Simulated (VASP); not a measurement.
Runs of VASP 6.6.1 on PtSe2. The structure is that of space group C2/m (No. 12), or close to it. The cells are those of the table. 

```tsv
cell	gap on the mesh (eV)	pressure (GPa)	largest force (eV/Å)
a = 3.772, b = 3.986, c = 4.822 Å, angles 90.0, 90.0, 118.2°, 3 atoms	none	(a)	0.55
a = 4.337, b = 3.719, c = 4.822 Å, angles 90.0, 90.0, 125.7°, 3 atoms	none	-3.6	0.80
a = 4.054, b = 3.844, c = 4.822 Å, angles 90.0, 90.0, 121.8°, 3 atoms	none	-8.1	0.56
a = 3.489, b = 4.141, c = 4.822 Å, angles 90.0, 90.0, 114.9°, 3 atoms	none	-4.6	0.30
a = 3.489, b = 3.921, c = 4.822 Å, angles 90.0, 90.0, 116.4°, 3 atoms	none	(b)	0.53
```

Alike in all rows: task single point; level PBE+D3(BJ); potentials or basis VASP PAW PBE potentials, release 64 (Pt, Se); no spin polarisation; k mesh 12 × 12 × 8; cutoff (eV) 520; smearing gaussian 0.15 eV.

Question: Estimate the missing entries.

Answer: (a) -8.2; (b) 2.5.

Caveats: spin-orbit coupling is left out, which moves the levels of the heavy elements; the stress differs along the axes, from -14 to -5 GPa (at least some runs); the stress differs along the axes, from -19 to 9 GPa (at least some runs); the stress differs along the axes, from -16 to 5 GPa (at least some runs); the stress differs along the axes, from -8 to 13 GPa (at least some runs).

A k mesh can miss the band edges, and the runs leave out spin-orbit coupling on Pt, Se.

A gap of «none» marks levels without a gap at the run's occupations.
